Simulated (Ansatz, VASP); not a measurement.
## TaN, level by level in two programs

```
Ta N
1.0
     0.00000    2.22597    2.22597
     2.22597    0.00000    2.22597
     2.22597    2.22597    0.00000
Ta N
1 1
Direct
  0.50000 0.50000 0.50000
  0.00000 0.00000 0.00000
```

Single points on this cell with VASP 6.6.1 and Ansatz 0.2.0. Each row is one pair of runs. Alike in all rows: spin: off; k mesh: 10 × 10 × 10; smearing: fermi-dirac, width 0.05 eV.

```csv
level,"VASP's potentials, cutoff","Ansatz's potentials, cutoff","gap on the k mesh at the Fermi level (eV), VASP","gap on the k mesh at the Fermi level (eV), Ansatz","pressure (GPa), VASP","pressure (GPa), Ansatz"
LDA,"VASP PAW LDA potentials, release 64 (Ta_pv, N), 600 eV","Ansatz PAW, 420 eV",none,none,-21.3,-22.8
PBEsol+D3(BJ),"VASP PAW PBE potentials, release 64 (Ta_pv, N), 600 eV","Ansatz PAW, 420 eV",none,none,-22.5,-23.2
BLYP+D3(BJ),"VASP PAW PBE potentials, release 64 (Ta_pv, N), 600 eV","Ansatz PAW, 420 eV",none,none,-10.9,-12.6
LDA,"VASP PAW LDA potentials, release 64 (Ta_sv_GW, N), 600 eV","Ansatz PAW, 420 eV",none,none,-22.0,-22.8
r2SCAN,"VASP PAW PBE potentials, release 64 (Ta_sv_GW, N), 660 eV","Ansatz PAW, 500 eV",none,none,-12.4,-12.3
```

Pressure (GPa): the two programs differ by at most 1.68.

VASP's potentials hold 16 valence electrons a cell and Ansatz's 18 in some rows, so a difference there can come from the potentials and not from the codes.

A gap of «none» marks a metal or a gap that the smearing closes.

Neither program's run includes spin-orbit coupling.
